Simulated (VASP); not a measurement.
# CaF2 (dlda) (Fm-3m) in VASP: vibrations by perturbation theory with LDA

Aim: the vibrations by perturbation theory of CaF2 (dlda) with LDA.

Program: VASP 6.6.1. These are calculated values, not measurements. Logs are shortened: lines on timing, memory, paths and dates and some standing lists are left out, and cuts for length are marked.

### Step 1. The cell of the first run

It takes space group Fm-3m (No. 225, cubic). Conventional cell: a = 5.326 Å, b = 5.326 Å, c = 5.326 Å, α = 90.00°, β = 90.00°, γ = 90.00°. Within 3.0 Å of Ca (site symmetry m-3m) lie 8 F at 2.31 Å. F (site symmetry -43m) has 4 Ca at 2.31 Å and 6 F at 2.66 Å within 3.0 Å.

### Step 2. Vibrations by perturbation theory, LDA

The input, INCAR:

```
SYSTEM = CaF2
  ALGO = Normal
  EDIFF = 1E-8
  ENCUT = 600
  GGA = CA
  GGA_COMPAT = .FALSE.
  IBRION = 8
  ISIF = 2
  ISMEAR = 0
  LASPH = .TRUE.
  LCHARG = .FALSE.
  LEPSILON = .TRUE.
  LREAL = .FALSE.
  LWAVE = .FALSE.
  NELM = 120
  NSW = 1
  PREC = Accurate
  SIGMA = 0.01
```

The input, KPOINTS:

```
k-points
0
G
  8 8 8
  0 0 0
```

The input, POSCAR:

```
CaF2
1.0
    0.0000000000      2.6627662695      2.6627662695
    2.6627662695      0.0000000000      2.6627662695
    2.6627662695      2.6627662695      0.0000000000
Ca F
1 2
Direct
    0.0000000000      0.0000000000      0.0000000000
    0.2500000000      0.2500000000      0.2500000000
    0.7500000000      0.7500000000      0.7500000000
```

Potentials or basis: VASP PAW LDA potentials, release 64 (Ca_sv, F).

The run is started by

```sh
$ cat potpaw_LDA.64/Ca_sv/POTCAR potpaw_LDA.64/F/POTCAR > POTCAR
$ mpirun -np 1 vasp_std > vasp.out
```

OUTCAR:

```text
SYSTEM = CaF2
   EDIFF = 1E-8
   ENCUT = 600
   GGA = CA
   IBRION = 8
   ISIF = 2
   ISMEAR = 0
   LASPH = .TRUE.
   LEPSILON = .TRUE.
   LREAL = .FALSE.
   NELM = 120
   NSW = 1
   PREC = Accurate

 ion  position               nearest neighbor table
   1  0.000  0.000  0.000-   3 2.31   3 2.31   3 2.31   2 2.31   2 2.31   2 2.31   3 2.31   2 2.31

   2  0.250  0.250  0.250-   1 2.31   1 2.31   1 2.31   1 2.31
   3  0.750  0.750  0.750-   1 2.31   1 2.31   1 2.31   1 2.31

  LATTYP: Found a face centered cubic cell.
 ALAT       =     5.3255325390

  Lattice vectors:

 A1 = (   0.0000000000,   2.6627662695,   2.6627662695)
 A2 = (   2.6627662695,   0.0000000000,   2.6627662695)
 A3 = (   2.6627662695,   2.6627662695,   0.0000000000)

Analysis of symmetry for initial positions (statically):
=====================================================================
 Subroutine PRICEL returns:
 Original cell was already a primitive cell.

 Routine SETGRP: Setting up the symmetry group for a
 face centered cubic supercell.

 Subroutine GETGRP returns: Found 48 space group operations
[... 9 lines left out ...]

 Routine SETGRP: Setting up the symmetry group for a
 face centered cubic supercell.

 Subroutine GETGRP returns: Found 48 space group operations
[... 11 lines left out ...]
                                     Primitive cell

  volume of cell :      37.7598

  direct lattice vectors                    reciprocal lattice vectors
     0.000000000  2.662766270  2.662766270    -0.187774648  0.187774648  0.187774648
     2.662766270  0.000000000  2.662766270     0.187774648 -0.187774648  0.187774648
     2.662766270  2.662766270  0.000000000     0.187774648  0.187774648 -0.187774648

  length of vectors
     3.765720172  3.765720172  3.765720172     0.325235231  0.325235231  0.325235231

[... 687 lines left out ...]
          XX          YY          ZZ          XY          YZ          ZX
  --------------------------------------------------------------------------------
  x     0.00000     0.00000     0.00000     0.00000     0.00000     0.00000
  y     0.00000     0.00000     0.00000     0.00000     0.00000     0.00000
  z     0.00000     0.00000     0.00000     0.00000     0.00000     0.00000

 PIEZOELECTRIC TENSOR (including local field effects)  for field in x, y, z        (C/m^2)
          XX          YY          ZZ          XY          YZ          ZX
  --------------------------------------------------------------------------------
  x     0.00000     0.00000     0.00000     0.00000     0.00000     0.00000
  y     0.00000     0.00000     0.00000     0.00000     0.00000     0.00000
  z     0.00000     0.00000     0.00000     0.00000     0.00000     0.00000

 BORN EFFECTIVE CHARGES (including local field effects) (in |e|, cummulative output)
 ---------------------------------------------------------------------------------
 ion    1
    1     2.37839     0.00000     0.00000
    2     0.00000     2.37839     0.00000
    3     0.00000     0.00000     2.37839
 ion    2
    1    -1.18919     0.00000     0.00000
    2     0.00000    -1.18919     0.00000
    3     0.00000     0.00000    -1.18919
 ion    3
    1    -1.18919     0.00000     0.00000
    2     0.00000    -1.18919     0.00000
    3     0.00000     0.00000    -1.18919

 INTERNAL STRAIN TENSOR FOR ION    3 for displacements in x,y,z  (eV/Angst):
          X           Y           Z          XY          YZ          ZX
  --------------------------------------------------------------------------------
  x     0.00000     0.00000     0.00000     0.00000     3.75356     0.00000
  y     0.00000    -0.00000     0.00000     0.00000     0.00000     3.75356
  z     0.00000     0.00000     0.00000     3.75356     0.00000     0.00000

 SECOND DERIVATIVES (NOT SYMMETRIZED)
 ------------------------------------
               1X          1Y          1Z          2X          2Y          2Z          3X          3Y          3Z
  1X    -5.900457    0.000000    0.000000    2.950229    0.000000    0.000000    2.950229    0.000000    0.000000
  1Y     0.000000   -5.900457    0.000000    0.000000    2.950229    0.000000    0.000000    2.950229    0.000000
  1Z     0.000000    0.000000   -5.900457    0.000000    0.000000    2.950229    0.000000    0.000000    2.950229
  2X     2.934796    0.000000    0.000000   -5.549517    0.000000    0.000000    2.614721    0.000000    0.000000
  2Y     0.000000    2.934796    0.000000    0.000000   -5.549517    0.000000    0.000000    2.614721    0.000000
  2Z     0.000000    0.000000    2.934796    0.000000    0.000000   -5.549517    0.000000    0.000000    2.614721
  3X     2.934796    0.000000    0.000000    2.614721    0.000000    0.000000   -5.549517    0.000000    0.000000
  3Y     0.000000    2.934796    0.000000    0.000000    2.614721    0.000000    0.000000   -5.549517    0.000000
  3Z     0.000000    0.000000    2.934796    0.000000    0.000000    2.614721    0.000000    0.000000   -5.549517

 Eigenvectors and eigenvalues of the dynamical matrix
 ----------------------------------------------------

   1 f  =   10.248365 THz    64.392378 2PiTHz  341.848671 cm-1    42.383814 meV
             X         Y         Z           dx          dy          dz
      0.000000  0.000000  0.000000     0.000000   -0.000000    0.000000
      1.331383  1.331383  1.331383     0.705064    0.050403   -0.018565
      3.994149  3.994149  3.994149    -0.705064   -0.050403    0.018565
[... 43 lines left out ...]
   9 f/i=    0.011256 THz     0.070721 2PiTHz    0.375449 cm-1     0.046550 meV
             X         Y         Z           dx          dy          dz
      0.000000  0.000000  0.000000     0.170634    0.690861   -0.074953
      1.331383  1.331383  1.331383     0.117789    0.476904   -0.051740
      3.994149  3.994149  3.994149     0.117789    0.476904   -0.051740

--------------------------------------------------------------------------------------------------------

 MACROSCOPIC STATIC DIELECTRIC TENSOR IONIC CONTRIBUTION
 ------------------------------------------------------
           4.602284    -0.000000    -0.000000
          -0.000000     4.602284     0.000000
          -0.000000     0.000000     4.602284
 ------------------------------------------------------

 ELASTIC MODULI CONTR FROM IONIC RELAXATION (kBar)
 Direction    XX          YY          ZZ          XY          YZ          ZX
 --------------------------------------------------------------------------------
 XX          -0.0000     -0.0000     -0.0000     -0.0000     -0.0000      0.0000
 YY          -0.0000     -0.0000      0.0000      0.0000     -0.0000      0.0000
 ZZ          -0.0000      0.0000     -0.0000     -0.0000     -0.0000     -0.0000
 XY          -0.0000      0.0000     -0.0000   -146.4480     -0.0000     -0.0000
 YZ          -0.0000     -0.0000     -0.0000     -0.0000   -146.4480      0.0000
 ZX           0.0000      0.0000     -0.0000     -0.0000      0.0000   -146.4480
 --------------------------------------------------------------------------------

 PIEZOELECTRIC TENSOR IONIC CONTR  for field in x, y, z        (C/m^2)
          XX          YY          ZZ          XY          YZ          ZX
  --------------------------------------------------------------------------------
  x     0.00000    -0.00000    -0.00000    -0.00000     0.00000     0.00000
  y     0.00000     0.00000    -0.00000    -0.00000     0.00000    -0.00000
  z     0.00000    -0.00000    -0.00000    -0.00000     0.00000     0.00000
```

stdout:

```text
POSCAR found type information on POSCAR CaF
 POSCAR found :  2 types and       3 ions
 scaLAPACK will be used
 LDA part: xc-table for (Slater(with rela. corr.)+CA(PZ))
 , standard interpolation
 POSCAR, INCAR and KPOINTS ok, starting setup
 FFT: planning ... GRIDC
 FFT: planning ... GRID_SOFT
 FFT: planning ... GRID
[... 24 lines left out ...]
 Linear response to external field, progress :
  Direction:   3
 dielectric tensor                  component  3 :    -0.001    -0.004     2.363
 Linear response DOF=           2
 Linear response progress:
 first order change of Fermi-energy  -0.68816E-04
 force on displaced ion       1 direction 1 :  -5.900   0.000   0.000
 Born effective charge ion    1 direction 1 :   2.378   0.000   0.000
 Linear response progress:
 first order change of Fermi-energy  -0.18291E-02
 force on displaced ion       2 direction 1 :  -5.550   0.000   0.000
 Born effective charge ion    2 direction 1 :  -1.190   0.000   0.000
 Born effective charges drift removed
 Linear response finished
```

Wall time 23 min (1 thread of Intel Xeon 8259CL, shared host); peak memory 0.36 GiB.

What came out:

* Electronic dielectric tensor (diagonal): 2.36
* Born charges (mean of the diagonal): Ca +2.38; F -1.19 e
* Highest phonon frequency at Γ, LO-TO splitting left out: 342 cm⁻¹

Phonon frequencies in cm⁻¹ (negative: imaginary):
| q point | frequencies |
| --- | --- |
| (0.000, 0.000, 0.000) | 0 0 0 286 286 286 342 342 342 |

Electronic dielectric tensor:
```
2.36 0.00 0.00
0.00 2.36 0.00
0.00 0.00 2.36
```

Born effective charge tensors (e):
atom 1, Ca
```
2.38 0.00 0.00
0.00 2.38 0.00
0.00 0.00 2.38
```
atom 2, F
```
-1.19  0.00  0.00
 0.00 -1.19  0.00
 0.00  0.00 -1.19
```
atom 3, F
```
-1.19  0.00  0.00
 0.00 -1.19  0.00
 0.00  0.00 -1.19
```
